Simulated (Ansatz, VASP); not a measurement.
**Pb: VASP beside Ansatz**

```
CELL_PARAMETERS angstrom
0.00000 3.45492 3.45492
3.45492 0.00000 3.45492
3.45492 3.45492 0.00000
ATOMIC_POSITIONS crystal
Pb 0.00000 0.00000 0.00000
Pb 0.25000 0.25000 0.25000
```

Alike in both runs: functional PBEsol; k mesh 14 × 14 × 14; occupations gaussian, width 0.1 eV; no spin polarisation.

Ansatz relaxed the structure, and its values are those at the end. VASP's run is a single point on that final structure, the one shown.

|  | VASP | Ansatz |
| --- | --- | --- |
| version | VASP 6.6.1 | Ansatz 0.2.0 |
| potentials or method | VASP PAW PBE potentials, release 64 (Pb_d), cutoff 520 eV | scalar-relativistic, plane waves, PAW |
| valence electrons in the cell | 28 | 28 |

|  | VASP | Ansatz | Ansatz less VASP |
| --- | --- | --- | --- |
| gap on the k mesh at the Fermi level (eV) | none | none | - |
| pressure (GPa) | -0.1 | 0.0 | +0.06 |

VASP's potentials were made for PBE, not for PBEsol. A gap of «none» marks a metal or a gap that the smearing closes. With one functional, cell and mesh, what is left measures potentials, basis and numerics.

Spin-orbit coupling is off throughout.
